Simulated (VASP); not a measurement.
Wanted: the native input for a VASP 6.6.1 run.

```yaml
Task: electrostatic potential
Functional: PBE
Potentials_or_basis: VASP PAW PBE potentials, release 64 (Na_pv, La, Mn_pv, Mo_sv, O)
Cutoff: 520 eV
k_mesh: 6 × 6 × 5
Occupations: fermi-dirac, width 0.05 eV
Spin: collinear spin, ferromagnetic start
Starting_moments: "[0.0, 0.0, 4.0, 1.0, 0.0, 0.0, 0.0, 0.0, 0.0, 0.0] μB"
Further_INCAR_settings: ALGO = Normal; EDIFF = 1e-06
```

The structure of NaLaMnMoO6 lies in POSCAR:

```
NaLaMnMoO6
1.0
    5.1093400000     -0.0066900000      0.0105600000
   -0.2394500000      5.6892500000      0.0070300000
   -0.9289900000     -2.8254200000      5.1188400000
Na La Mn Mo O
1 1 1 1 6
Direct
    0.4077600000      0.3808600000      0.0751900000
    0.0369000000      0.6632500000      0.6859800000
    0.4427100000      0.0426800000      0.4063800000
    0.9025100000      0.9638700000      0.3044200000
    0.7362700000      0.6956900000      0.9941700000
    0.7228800000      0.9184600000      0.5529900000
    0.7011200000      0.2736800000      0.3729200000
    0.1922400000      0.7532500000      0.3666000000
    0.1792600000      0.0336500000      0.1167200000
    0.2003400000      0.2746200000      0.6319700000
```

The input as run:

INCAR

```
  ALGO = Normal
  EDIFF = 1E-6
  ENCUT = 520
  GGA = PE
  ISIF = 2
  ISMEAR = -1
  ISPIN = 2
  KPAR = 4
  LASPH = T
  LCHARG = T
  LMAXMIX = 6
  LORBIT = 11
  LREAL = F
  LVHAR = T
  LWAVE = F
  MAGMOM = 0 0 4 1 0 0 0 0 0 0
  NELM = 100
  PREC = Accurate
  SIGMA = 0.05
```

KPOINTS

```
k-points
0
Gamma
  6 6 5
```

Potentials or basis: VASP PAW PBE potentials, release 64 (Na_pv, La, Mn_pv, Mo_sv, O).

Command:

```sh
$ cat potpaw_PBE.64/Na_pv/POTCAR potpaw_PBE.64/La/POTCAR potpaw_PBE.64/Mn_pv/POTCAR potpaw_PBE.64/Mo_sv/POTCAR potpaw_PBE.64/O/POTCAR > POTCAR
$ mpirun -np 4 vasp_std > vasp.out
```

It gave:

* Pressure: 0.2 GPa
* Largest force: 0.113 eV/Å
* Band gap on the k mesh: 0.84 eV (least direct gap 1.09 eV)
* Net moment: 3.00 μB per cell
* Site moments: Na +0.00; La +0.02; Mn +3.03; Mo -0.31; O +0.02, +0.00, -0.00, +0.01, +0.07 (each value once) μB
* Valence electrons inside the program's atomic spheres: Na 6.02; La 8.57; Mn 11.68; Mo 12.44; O 5.00, 5.01, 5.02 (each value once)

Caveat: spin-orbit coupling is left out, which moves the levels of the heavy elements; an odd mesh through Γ misses points on the zone boundary, where band edges can lie; a cell with one magnetic atom can't hold antiferromagnetic order, which such compounds often take.

Run time: 17 min on 4 MPI ranks on Intel(R) Xeon(R) Platinum 8375C CPU @ 2.90GHz (Ice Lake), on a shared host, peak memory 1.1 GiB a rank.
